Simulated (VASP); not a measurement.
**InSb3: single point with LDA**

Crystal: InSb3.

```
In Sb
1.0
     0.00000    3.79455    3.79455
     3.79455    0.00000    3.79455
     3.79455    3.79455    0.00000
In Sb
1 3
Direct
  0.00000 0.00000 0.00000
  0.25000 0.25000 0.25000
  0.75659 0.74341 0.75659
  0.50000 0.50000 0.50000
```

```
Program             : VASP 6.6.1
Task                : single point
Functional          : LDA
Potentials or basis : VASP PAW LDA potentials, release 64 (In_d, Sb)
Cutoff              : 500 eV
k mesh              : 4 × 4 × 4
Occupations         : fermi-dirac, width 0.1 eV
Spin                : no spin polarisation
```

The pressure is -5.1 GPa, the largest force is 0.038 eV/Å and the band gap on the k mesh is zero (band 14 reaches 8.95 eV, above the bottom of band 15 at 5.53 eV).

Forces in eV/Å, atoms in the order of the input:
```
In   0.000  0.025  0.000
Sb   0.000 -0.038  0.000
Sb   0.000  0.018  0.000
Sb   0.000 -0.005  0.000
```

Stress tensor (GPa, compression positive):
```
-5.12  0.00  0.18
 0.00 -5.11  0.00
 0.18  0.00 -5.12
```

Levels at points of the mesh, in eV from the Fermi level:
| k point | band 10 | band 11 | band 12 | band 13 | band 14 | band 15 | band 16 | band 17 | band 18 | band 19 |
| --- | --- | --- | --- | --- | --- | --- | --- | --- | --- | --- |
| (0.00, 0.00, 0.00) | -2.46 | -2.44 | -2.41 | -2.36 | -2.34 | -2.25 | -0.76 | -0.67 | -0.58 | 3.56 |
| (0.50, 0.00, 0.00) | -3.43 | -3.33 | -2.59 | -2.48 | -0.25 | -0.17 | 1.88 | 1.92 | 3.04 | 3.12 |
| (0.00, 0.50, 0.00) | -3.43 | -3.32 | -2.63 | -2.52 | -0.28 | -0.11 | 1.94 | 1.99 | 3.02 | 3.08 |
| (0.50, 0.50, 0.00) | -5.01 | -5.01 | 0.31 | 0.90 | 0.91 | 1.20 | 1.66 | 1.79 | 1.83 | 4.06 |
| (0.50, 0.00, 0.50) | -5.02 | -5.00 | 0.31 | 0.89 | 0.92 | 1.19 | 1.70 | 1.77 | 1.83 | 4.06 |

Run time: 39 s on 1 thread of Intel Xeon 6975P-C, on a shared host, peak memory 0.21 GiB.

Caveat: spin-orbit coupling is left out, which moves the levels of the heavy elements.
